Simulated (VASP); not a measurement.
Here is a VASP 6.6.1 calculation.

INCAR

```
PREC = Accurate
ENCUT = 520
EDIFF = 1E-6
ISMEAR = 0
SIGMA = 0.1
LREAL = False
LASPH = True
NELM = 80
ALGO = Normal
ISIF = 2
LWAVE = False
LCHARG = False
LDIPOL = True
IDIPOL = 3
DIPOL = 0.5 0.5 0.359
GGA = PE
NBANDS = 16
```

The input KPOINTS:

```
Automatic mesh
0
Gamma
  9 9 1
```

File POSCAR:

```
Al3O
1.0
    2.8571514048      0.0000000000      0.0000000000
   -1.4285757024      2.4743656990      0.0000000000
    0.0000000000      0.0000000000     20.1016425027
Al O
3 1
Direct
    0.6666666666      0.3333333333      0.1989887145
    0.3333333333      0.6666666667      0.3134533097
    0.0000000000      0.0000000000      0.4279074459
    0.1666666666      0.3333333333      0.4970055787
```

Potentials or basis: VASP PAW PBE potentials, release 64 (Al, O).

Run with:

```console
$ cat potpaw_PBE.64/Al/POTCAR potpaw_PBE.64/O/POTCAR > POTCAR
$ mpirun -np 1 vasp_std > vasp.out
```

Problem. Estimate the largest force.

Solution. 3.310 eV/Å.

Forces in eV/Å, atoms in the order of the input:
```
Al   0.000 -0.010 -0.120
Al   0.000  0.107  0.147
Al   0.000 -3.307 -0.141
O    0.000  3.211  0.114
```

Caveat: an odd number of electrons without spin polarisation forces a metal; a magnetic or distorted state may lie lower.
